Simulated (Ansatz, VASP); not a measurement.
## C: VASP beside Ansatz

```xyz
12
Lattice="1.7857 -1.7857 0.0000 1.7857 0.0000 -1.7857 8.0358 6.8453 6.5477" Properties=species:S:1:pos:R:3 pbc="T T T"
C     4.3158    0.7443    0.7443
C     0.7443    0.7443    0.7443
C     4.3158    2.5300    2.5300
C     7.8872    4.3158    4.3158
C     7.8872    2.5300    2.5300
C     7.8872    6.1015    6.1015
C     5.2086    1.6372    1.6372
C     5.2086   -0.1486   -0.1486
C     5.2086    3.4229    3.4229
C     8.7801    5.2086    5.2086
C     5.2086    5.2086    5.2086
C     1.6372   -0.1486   -0.1486
```

Alike in both runs: task single point; functional PBE; k mesh 10 × 10 × 2; occupations gaussian, width 0.05 eV; no spin polarisation.

|  | VASP | Ansatz |
| --- | --- | --- |
| version | VASP 6.6.1 | Ansatz 0.2.0 |
| potentials or method | VASP PAW PBE potentials, release 64 (C), cutoff 520 eV | scalar-relativistic, plane waves, PAW |
| valence electrons in the cell | 48 | 48 |

|  | VASP | Ansatz | Ansatz less VASP |
| --- | --- | --- | --- |
| gap on the k mesh at the Fermi level (eV) | none | none | - |
| pressure (GPa) | 5.0 | 4.4 | -0.66 |
| traceless stress, the component that is largest in VASP (GPa) | -29.33 | -29.35 | -0.019 |
| rms of the force components (eV/Å) | 1.322 | 1.327 | +0.0042 |

Atom by atom the forces differ by 0.005 eV/Å (rms over components). A gap of «none» marks a metal or a gap that the smearing closes. With one functional, cell and mesh, what is left measures potentials, basis and numerics.
